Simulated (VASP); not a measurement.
A run of VASP 6.6.1 is set up as follows.

The input INCAR:

```
SYSTEM = WC
ALGO = Normal
EDIFF = 1E-6
EDIFFG = -0.01
ENCUT = 600
GGA = RE
IBRION = 2
ISIF = 3
ISMEAR = -1
IVDW = 13
LASPH = .True.
LCHARG = .False.
LREAL = .False.
LWAVE = .False.
NELM = 60
NSW = 60
PREC = Accurate
SIGMA = 0.05
```

File KPOINTS:

```
k-points
0
Gamma
  10 10 10
  0 0 0
```

Contents of POSCAR:

```
WC
1.0
    0.0000000000      2.1926840000      2.1926840000
    2.1926840000      0.0000000000      2.1926840000
    2.1926840000      2.1926840000      0.0000000000
W C
1 1
Direct
    0.0000000000      0.0000000000      0.0000000000
    0.5000000000      0.5000000000      0.5000000000
```

Potentials or basis: VASP PAW PBE potentials, release 64 (W_sv, C).

Run with:

```console
$ cat potpaw_PBE.64/W_sv/POTCAR potpaw_PBE.64/C/POTCAR > POTCAR
$ mpirun -np 1 vasp_std > vasp.out
```

(1) What does it give for the space group after relaxing (to 0.1 Å)?

(2) What does it give for the relaxed cell?

Results:

(1) Fm-3m (No. 225).

(2) a = 3.072 Å, b = 3.072 Å, c = 3.072 Å, α = 60.00°, β = 60.00°, γ = 60.00°.

Caveat: the highest band is partly filled, so the run has too few bands.
